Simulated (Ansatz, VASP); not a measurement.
## BSe: VASP beside Ansatz

```
B Se
1.0
     3.28437    0.00000    0.00000
    -1.64219    2.84435    0.00000
     0.00000    0.00000    5.76875
B Se
2 2
Direct
  0.00000 0.00000 0.00000
  0.00000 0.00000 0.50000
  0.33333 0.66667 0.25000
  0.66667 0.33333 0.75000
```

Alike in both runs: functional PBE; k mesh 6 × 6 × 4; occupations gaussian, width 0.1 eV; no spin polarisation.

Ansatz relaxed the structure, and its values are those at the end. VASP's run is a single point on that final structure, the one shown.

|  | VASP | Ansatz |
| --- | --- | --- |
| version | VASP 6.6.1 | Ansatz 0.2.0 |
| potentials or method | VASP PAW PBE potentials, release 64 (B, Se), cutoff 500 eV | scalar-relativistic, plane waves, PAW |
| valence electrons in the cell | 18 | 38 |

```tsv
	VASP	Ansatz	Ansatz less VASP
gap on the k mesh at the Fermi level (eV)	none	none	-
pressure (GPa)	0.0	-0.1	-0.09
```

A gap of «none» marks a metal or a gap that the smearing closes. VASP's potentials hold 18 valence electrons a cell and Ansatz's 38, so a difference there can come from the potentials and not from the codes.

The k mesh is coarse, so the values compare programs but aren't converged.
